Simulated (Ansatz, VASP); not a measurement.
## SrO: VASP beside Ansatz

INCAR

```
SYSTEM = SrO
PREC = Accurate
ENCUT = 520
EDIFF = 1E-6
ISMEAR = -1
SIGMA = 0.02
LREAL = .FALSE.
LASPH = .TRUE.
NELM = 100
ALGO = Normal
ISIF = 2
LWAVE = .FALSE.
LCHARG = .FALSE.
GGA = PE
NBANDS = 15
```

File KPOINTS:

```
Automatic mesh
0
G
  8 8 8
  0 0 0
```

POSCAR

```
SrO
1.0
    0.0000000000      2.7284941252      2.5798923271
    2.7284941252      0.0000000000      2.5798923271
    2.7284941252      2.7284941252      0.0000000000
Sr O
1 1
Direct
    0.0000000000      0.0000000000      0.0000000000
    0.5000000000      0.5000000000      0.5000000000
```

Input for Ansatz:

```yaml
crystal:
  lattice:
    - [0.0, 2.7284941252, 2.5798923271]
    - [2.7284941252, 0.0, 2.5798923271]
    - [2.7284941252, 2.7284941252, 0.0]
  atoms:
    - { symbol: Sr, position: [0.0, 0.0, 0.0] }
    - { symbol: O, position: [0.5, 0.5, 0.5] }
kpoints:
  mp_grid: { grid: [8, 8, 8] }
  band_path:
    path:
      - [0.0, 0.0, 0.0]
      - [0.5, 0.0, 0.5]
      - [0.625, 0.25, 0.625]
      - [0.375, 0.375, 0.75]
      - [0.5, 0.5, 0.5]
      - [0.5, 0.25, 0.75]
    npoints: 1
hamiltonian:
  xc: pbe
scf:
  occupations: { method: fermi_dirac, width: 0.02 }
  n_extra_bands: 4
output:
  forces: true
  stress: true
  eigenvalues: true
```

Change from the starting cell: biaxial_xy strain +5.8%.

Alike in both runs: task single point; functional PBE; k mesh 8 × 8 × 8; occupations fermi-dirac, width 0.02 eV; no spin polarisation.

|  | VASP | Ansatz |
| --- | --- | --- |
| version | VASP 6.6.1 | Ansatz 0.2.0 |
| potentials or method | VASP PAW PBE potentials, release 64 (Sr_sv, O) | plane waves, PAW |
| plane-wave cutoff (eV) | 520 | 420 |
| valence electrons in the cell | 16 | 16 |

```csv
,VASP,Ansatz,Ansatz less VASP
gap on the k mesh at the Fermi level (eV),3.03,3.05,+0.021
pressure (GPa),-5.5,-5.8,-0.35
"traceless stress, the component that is largest in VASP (GPa)",2.80,2.61,-0.183
```
